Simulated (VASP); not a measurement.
A run of VASP 6.6.1 is set up as follows.

File INCAR:

```
  ALGO = Normal
  EDIFF = 1E-7
  ENCUT = 520
  GGA = PE
  ISIF = 2
  ISMEAR = 0
  LASPH = T
  LCHARG = T
  LELF = T
  LREAL = F
  LVHAR = T
  LWAVE = F
  NBANDS = 47
  NELM = 100
  PREC = Accurate
  SIGMA = 0.2
```

The input KPOINTS:

```
k-points
0
Gamma
  3 3 3
```

The input POSCAR:

```
Be2S5
1.0
    6.9417671080      0.0000000000      0.0000000000
   -3.4708835540      6.0117466627      0.0000000000
    0.0000000000      0.0000000000      8.2056398335
Be S
4 10
Direct
    0.0000000000      0.0000000000     -0.0039852418
    0.4994854362      0.5005145638     -0.0121987397
    0.0010291276      0.5005145638     -0.0121987397
    0.4994854362     -0.0010291276     -0.0121987397
    0.1662948218      0.8337051782      0.0016200392
    0.1662948218      0.3325896435      0.0016200392
    0.6674103565      0.8337051782      0.0016200392
    0.6666666667      0.3333333333     -0.0104915357
    0.4895498209      0.5104501791      0.5916559788
    0.1772946108      0.3545892217      0.4837483142
    0.0209003582      0.5104501791      0.5916559788
    0.4895498209      0.9790996418      0.5916559788
    0.1772946108      0.8227053892      0.4837483142
    0.6454107783      0.8227053892      0.4837483142
```

Potentials or basis: VASP PAW PBE potentials, release 64 (Be, S).

Launch:

```sh
$ cat potpaw_PBE.64/Be/POTCAR potpaw_PBE.64/S/POTCAR > POTCAR
$ mpirun -np 1 vasp_std > vasp.out
```

Problem. What does it give for the band gap on the k mesh?

Solution. 1.99 eV (least direct gap 2.26 eV).

Problem. What does it give for the largest force?

Solution. 0.139 eV/Å.

Forces on the atoms (eV/Å):
```
Be   0.000  0.000 -0.007
Be   0.004 -0.002 -0.003
Be  -0.004 -0.002 -0.003
Be   0.000  0.005 -0.003
S   -0.001  0.001  0.007
S    0.000 -0.001  0.007
S    0.001  0.001  0.007
S    0.000  0.000  0.004
S   -0.091  0.053 -0.091
S    0.000  0.107  0.087
S    0.091  0.053 -0.091
S    0.000 -0.105 -0.091
S    0.093 -0.054  0.087
S   -0.093 -0.054  0.087
```

 A k mesh can miss the band edges.
